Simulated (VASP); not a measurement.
# TePb (Pm-3m) in VASP: notebook

Aim: see how the results for TePb move with the level of theory and the settings. Levels: PBEsol+D4, RPBE+D3(BJ), revPBE+D3(BJ), revPBE+D4. Tasks: relaxation of cell and atoms.

Everything below comes from runs of VASP 6.6.1. Logs are shortened: lines on timing, memory, paths and dates and some standing lists are left out, and cuts for length are marked.

### Step 1. The cell of the first run

It takes space group Pm-3m (No. 221, cubic). Conventional cell: a = 4.002 Å, b = 4.002 Å, c = 4.002 Å, α = 90.00°, β = 90.00°, γ = 90.00°. Within 4.6 Å of Pb (site symmetry m-3m) lie 8 Te at 3.47 Å and 6 Pb at 4.00 Å. Within 4.6 Å of Te (site symmetry m-3m) lie 8 Pb at 3.47 Å and 6 Te at 4.00 Å.

### Step 2. Relaxation of cell and atoms, PBEsol+D4

INCAR reads:

```
PREC = Accurate
ENCUT = 600
EDIFF = 1E-7
ISMEAR = -1
SIGMA = 0.05
LREAL = F
LASPH = T
NELM = 80
ALGO = Normal
ISIF = 3
LWAVE = F
LCHARG = F
GGA = PS
IVDW = 13
IBRION = 2
NSW = 60
EDIFFG = -0.01
```

KPOINTS reads:

```
Automatic mesh
0
Gamma
  7 7 7
```

POSCAR reads:

```
TePb
1.0
    4.0022870000      0.0000000000      0.0000000000
    0.0000000000      4.0022870000      0.0000000000
    0.0000000000      0.0000000000      4.0022870000
Pb Te
1 1
Direct
    0.0000000000      0.0000000000      0.0000000000
    0.5000000000      0.5000000000      0.5000000000
```

Potentials or basis: VASP PAW PBE potentials, release 64 (Pb_d, Te).

Command:

```bash
$ cat potpaw_PBE.64/Pb_d/POTCAR potpaw_PBE.64/Te/POTCAR > POTCAR
$ mpirun -np 1 vasp_std > vasp.out
```

OUTCAR:

```text
PREC = Accurate
   ENCUT = 600
   EDIFF = 1E-7
   ISMEAR = -1
   LREAL = F
   LASPH = T
   NELM = 80
   ISIF = 3
   GGA = PS
   IVDW = 13
   IBRION = 2
   NSW = 60
   EDIFFG = -0.01

 ion  position               nearest neighbor table
   1  0.000  0.000  0.000-   2 3.47   2 3.47   2 3.47   2 3.47   2 3.47   2 3.47   2 3.47   2 3.47

   2  0.500  0.500  0.500-   1 3.47   1 3.47   1 3.47   1 3.47   1 3.47   1 3.47   1 3.47   1 3.47

  LATTYP: Found a simple cubic cell.
 ALAT       =     4.0022870000

  Lattice vectors:

 A1 = (   4.0022870000,   0.0000000000,   0.0000000000)
 A2 = (   0.0000000000,   4.0022870000,   0.0000000000)
 A3 = (   0.0000000000,   0.0000000000,   4.0022870000)

Analysis of symmetry for initial positions (statically):
=====================================================================
 Subroutine PRICEL returns:
 Original cell was already a primitive cell.

 Routine SETGRP: Setting up the symmetry group for a
 simple cubic supercell.

 Subroutine GETGRP returns: Found 48 space group operations
 (whereof 48 operations were pure point group operations)
 out of a pool of 48 trial point group operations.

The static configuration has the point symmetry O_h .

Analysis of symmetry for dynamics (positions and initial velocities):
=====================================================================
 Subroutine PRICEL returns:
 Original cell was already a primitive cell.

 Routine SETGRP: Setting up the symmetry group for a
 simple cubic supercell.

 Subroutine GETGRP returns: Found 48 space group operations
 (whereof 48 operations were pure point group operations)
 out of a pool of 48 trial point group operations.

The dynamic configuration has the point symmetry O_h .

 Subroutine INISYM returns: Found 48 space group operations
 (whereof 48 operations are pure point group operations),
 and found     1 'primitive' translations

----------------------------------------------------------------------------------------

                                     Primitive cell

  volume of cell :      64.1098

  direct lattice vectors                    reciprocal lattice vectors
     4.002287000  0.000000000  0.000000000     0.249857144  0.000000000  0.000000000
     0.000000000  4.002287000  0.000000000     0.000000000  0.249857144  0.000000000
     0.000000000  0.000000000  4.002287000     0.000000000  0.000000000  0.249857144

  length of vectors
     4.002287000  4.002287000  4.002287000     0.249857144  0.249857144  0.249857144

  position of ions in fractional coordinates (direct lattice)
     0.000000000  0.000000000  0.000000000
     0.500000000  0.500000000  0.500000000

  ion indices of the primitive-cell ions
   primitive index   ion index
                 1           1
                 2           2

----------------------------------------------------------------------------------------

 KPOINTS: Automatic mesh

Automatic generation of k-mesh.
 Grid dimensions read from file:
 generate k-points for:    7    7    7

 Generating k-lattice:

  Cartesian coordinates                     Fractional coordinates (reciprocal lattice)
     0.035693878  0.000000000  0.000000000     0.142857143  0.000000000  0.000000000
     0.000000000  0.035693878  0.000000000     0.000000000  0.142857143  0.000000000
     0.000000000  0.000000000  0.035693878     0.000000000  0.000000000  0.142857143

  Length of vectors
     0.035693878  0.035693878  0.035693878

  Shift w.r.t. Gamma in fractional coordinates (k-lattice)
     0.000000000  0.000000000  0.000000000

 Subroutine IBZKPT returns following result:
 ===========================================

 Found     20 irreducible k-points:

 Following reciprocal coordinates:
            Coordinates               Weight
  0.000000  0.000000  0.000000      1.000000
  0.142857  0.000000  0.000000      6.000000
  0.285714  0.000000  0.000000      6.000000
  0.428571  0.000000  0.000000      6.000000
  0.142857  0.142857  0.000000     12.000000
  0.285714  0.142857  0.000000     24.000000
[... 12 lines left out ...]
  0.428571  0.428571  0.285714     24.000000
  0.428571  0.428571  0.428571      8.000000
   k-points           NKPTS =     20   k-points in BZ     NKDIM =     20   number of bands    NBANDS=     14
   number of dos      NEDOS =    301   number of ions     NIONS =      2
   total plane-waves  NPLWV =  32768
   dimension x,y,z NGX =    32 NGY =   32 NGZ =   32
   dimension x,y,z NGXF=    64 NGYF=   64 NGZF=   64
   ions per type =               1   1
   NGX,Y,Z   is equivalent  to a cutoff of  13.29, 13.29, 13.29 a.u.
   NGXF,Y,Z  is equivalent  to a cutoff of  26.58, 26.58, 26.58 a.u.
 SYSTEM =  unknown system
   PREC   = accura    normal or accurate (medium, high low for compatibility)
   ISTART =      0    job   : 0-new  1-cont  2-samecut
   ICHARG =      2    charge: 1-file 2-atom 10-const
   ISPIN  =      1    spin polarized calculation?
   LNONCOLLINEAR =      F non collinear calculations
   LSORBIT =      F    spin-orbit coupling
   LASPH  =      T    aspherical Exc in radial PAW
   ENCUT  =  600.0 eV  44.10 Ry    6.64 a.u.   7.99  7.99  7.99*2*pi/ulx,y,z
   NELM   =     80;   NELMIN=  2; NELMDL= -5     # of ELM steps
   EDIFF  = 0.1E-06   stopping-criterion for ELM
   LREAL  =      F    real-space projection
   EDIFFG = -.1E-01   stopping-criterion for IOM
   NSW    =     60    number of steps for IOM
   IBRION =      2    ionic relax: 0-MD 1-quasi-New 2-CG
   NFREE  =      1    steps in history (QN), initial steepest desc. (CG)
   ISIF   =      3    stress and relaxation
   ISYM   =      2    0-nonsym 1-usesym 2-fastsym
   POTIM  = 0.5000    time-step for ionic-motion
   TEBEG  =    0.0;   TEEND  =   0.0 temperature during run
   PSTRESS=    0.0 pullay stress
   NELECT =      20.0000    total number of electrons
   NUPDOWN=      -1.0000    fix difference up-down
   EMIN   =  10.00;   EMAX   =-10.00  energy-range for DOS
   EFERMI =   0.00;   METHOD = LEGACY
   ISMEAR =    -1;   SIGMA  =   0.05  broadening in eV -4-tet -1-fermi 0-gaus
   EFERMI_NEDOS =   21; number of points for ismear=-14 and -15
   IALGO  =     38    algorithm
   IMIX   =      4    mixing-type and parameters
     AMIX     =   0.40;   BMIX     =  1.00
     AMIX_MAG =   1.60;   BMIX_MAG =  1.00
  volume/ion in A,a.u.               =      32.05       216.32
  Fermi-wavevector in a.u.,A,eV,Ry     =   1.110307  2.098177 16.773027  1.232783
  Thomas-Fermi vector in A             =   2.246857
   LORBIT       =      0    0 simple, 1 ext, 2 COOP (PROOUT), +10 PAW based schemes
   GGA     = PS    functional components
   LHFCALC =     F    Hartree Fock is set to
   AEXX    =    0.0000 exact exchange contribution
   IVDW    =    13    specifies the selected vdW correction
   LEPSILON=     F    determine dielectric tensor
   LRPA    =     F    only Hartree local field effects (RPA)
 conjugate gradient relaxation of ions
 non-spin polarized calculation
  energy-cutoff  :      600.00
  volume of cell :       64.11
 maximum number of plane-waves:      2170
 NGX is ok and might be reduce to    32
   NGX = 15   NGY = 15   NGZ = 15

--------------------------------------- Ionic step        1  -------------------------------------------

 number of electron      20.0000004 magnetization

 Free energy of the ion-electron system (eV)
  ---------------------------------------------------
  ext. energy  EPLUGINS =         0.00000000
  ---------------------------------------------------
  free energy    TOTEN  =        -7.82947547 eV

  energy without entropy =       -7.81497645  energy(sigma->0) =       -7.82222596

------------------------ aborting loop because EDIFF is reached ----------------------------------------

  DFT-D4 for vdW energy calculation

  Edisp (eV):   -0.55575

  FORCE on cell =-STRESS in cart. coord.  units (eV):
  Direction    XX          YY          ZZ          XY          YZ          ZX
  --------------------------------------------------------------------------------------
  -------------------------------------------------------------------------------------
  Total      -0.35166    -0.35166    -0.35166     0.00000    -0.00000     0.00000
  in kB      -8.78826    -8.78826    -8.78826     0.00000    -0.00000     0.00000
  external pressure =       -8.79 kB  Pullay stress =        0.00 kB
[... 21 lines left out ...]
  energy  without entropy=       -8.3707302861  energy(sigma->0) =       -8.37797979

--------------------------------------- Ionic step        2  -------------------------------------------

 number of electron      19.9999997 magnetization

 E-fermi :   6.4872     XC(G=0):  -9.9504

 val. band max:        6.4790771355   @ k =   0.4286   0.4286   0.2857
 cond. band min:       6.5187414659   @ k =   0.4286   0.2857   0.0000
 fundamental gap:      0.0396643304
 Fermi energy:         6.4872136644

 k-point     1 :       0.0000    0.0000    0.0000
  band No.  band energies     occupation
      1     -10.5130      2.00000
      2     -10.5130      2.00000
      3     -10.4226      2.00000
      4     -10.4226      2.00000
      5     -10.4226      2.00000
      6      -5.8356      2.00000
      7      -0.1966      2.00000
      8       4.8862      2.00000
      9       4.8862      2.00000
     10       4.8862      2.00000
     11      10.4434      0.00000
     12      10.4434      0.00000
     13      11.9178      0.00000
     14      11.9178      0.00000
[... 438 lines left out ...]
  energy  without entropy=       -8.4209680878  energy(sigma->0) =       -8.42958146

--------------------------------------- Ionic step        5  -------------------------------------------

 number of electron      20.0000003 magnetization

 Free energy of the ion-electron system (eV)
  ---------------------------------------------------
  ext. energy  EPLUGINS =         0.00000000
  ---------------------------------------------------
  free energy    TOTEN  =        -7.85760085 eV

  energy without entropy =       -7.84028262  energy(sigma->0) =       -7.84894174

 E-fermi :   7.2894     XC(G=0): -10.2816

 val. band max:        7.2319787340   @ k =   0.4286   0.4286   0.2857
 cond. band min:       7.3422077392   @ k =   0.4286   0.2857   0.2857
 fundamental gap:      0.1102290052
 Fermi energy:         7.2893990948

 k-point     1 :       0.0000    0.0000    0.0000
  band No.  band energies     occupation
      1      -9.6273      2.00000
      2      -9.6273      2.00000
      3      -9.5141      2.00000
      4      -9.5141      2.00000
      5      -9.5141      2.00000
      6      -5.4925      2.00000
      7       0.8876      2.00000
      8       5.5606      2.00000
      9       5.5606      2.00000
     10       5.5606      2.00000
     11      11.1898      0.00000
     12      11.1898      0.00000
     13      13.2646      0.00000
     14      13.2646      0.00000
[... 354 lines left out ...]
  FREE ENERGIE OF THE ION-ELECTRON SYSTEM (eV)
  ---------------------------------------------------
  free  energy   TOTEN  =        -8.4382274675 eV

  energy  without entropy=       -8.4209092382  energy(sigma->0) =       -8.42956835

 reached required accuracy - stopping structural energy minimisation
```

It took 54 s on 1 thread of Intel Xeon Platinum 8488C (Sapphire Rapids), shared host; peak memory 0.2 GiB.

What came out:

* Free energy: -8.4382 eV
* Relaxed volume: 29.10 Å³/atom
* Relaxed cell: a = 3.875 Å, b = 3.875 Å, c = 3.875 Å, α = 90.00°, β = 90.00°, γ = 90.00°
* Space group after relaxing (to 0.1 Å): Pm-3m (No. 221)
* Energy gained by relaxing: 26.5 meV/atom
* Ionic steps: 5
* Pressure after relaxing: 0.0 GPa
* Band gap on the k mesh: zero (bands 10 and 11 overlap by 1.06 eV)
* Dispersion energy per atom: -0.290 eV

The path:
| step | energy change (eV) | largest force (eV/Å) | pressure (GPa) | volume (Å³) |
| --- | --- | --- | --- | --- |
| 1 | 0.0000 | 0.0000 | -0.88 | 64.11 |
| 2 | -0.0117 | 0.0000 | -2.46 | 62.49 |
| 3 | -0.0526 | 0.0000 | 0.33 | 57.80 |
| 4 | -0.0530 | 0.0000 | -0.09 | 58.31 |
| 5 | -0.0530 | 0.0000 | 0.00 | 58.20 |

Final structure:
```xyz
2
Lattice="3.8753 0.0000 0.0000 0.0000 3.8753 0.0000 0.0000 0.0000 3.8753" Properties=species:S:1:pos:R:3 pbc="T T T"
Pb    0.0000    0.0000    0.0000
Te    1.9377    1.9377    1.9377
```

Caveat: the PAW data sets were made with another functional, which shifts forces and pressure a little; spin-orbit coupling is left out, which moves the levels of the heavy elements.

(Part 1 of 2 ends here.)
